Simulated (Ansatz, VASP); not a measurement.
SnTe5 in VASP and in Ansatz

```
CELL_PARAMETERS angstrom
6.91070 0.00000 0.00000
-3.45535 5.98484 0.00000
0.00000 0.00000 4.50996
ATOMIC_POSITIONS crystal
Sn 0.00000 0.00000 0.00000
Te 0.33716 0.00000 0.50000
Te 0.66284 0.66284 0.50000
Te 0.00000 0.33716 0.50000
Te 0.33333 0.66667 0.00000
Te 0.66667 0.33333 0.00000
```

Change from the starting cell: species swapped into the Mg5Pd type (P-62m, No. 189).

Alike in both runs: functional PBE; k mesh 3 × 3 × 4; occupations gaussian, width 0.1 eV; no spin polarisation.

Ansatz relaxed the structure, and its values are those at the end. VASP's run is a single point on that final structure, the one shown.

|  | VASP | Ansatz |
| --- | --- | --- |
| version | VASP 6.6.1 | Ansatz 0.2.0 |
| potentials or method | VASP PAW PBE potentials, release 64 (Sn_d, Te), cutoff 520 eV | scalar-relativistic, plane waves, PAW |
| valence electrons in the cell | 44 | 94 |

|  | VASP | Ansatz | Ansatz less VASP |
| --- | --- | --- | --- |
| gap on the k mesh at the Fermi level (eV) | none | none | - |
| pressure (GPa) | 0.0 | 0.1 | +0.05 |

A gap of «none» marks a metal or a gap that the smearing closes. The functional is the same, so the differences come from potentials, cutoffs and numerics. VASP's potentials hold 44 valence electrons a cell and Ansatz's 94, so a difference there can come from the potentials and not from the codes.

Neither program's run includes spin-orbit coupling.
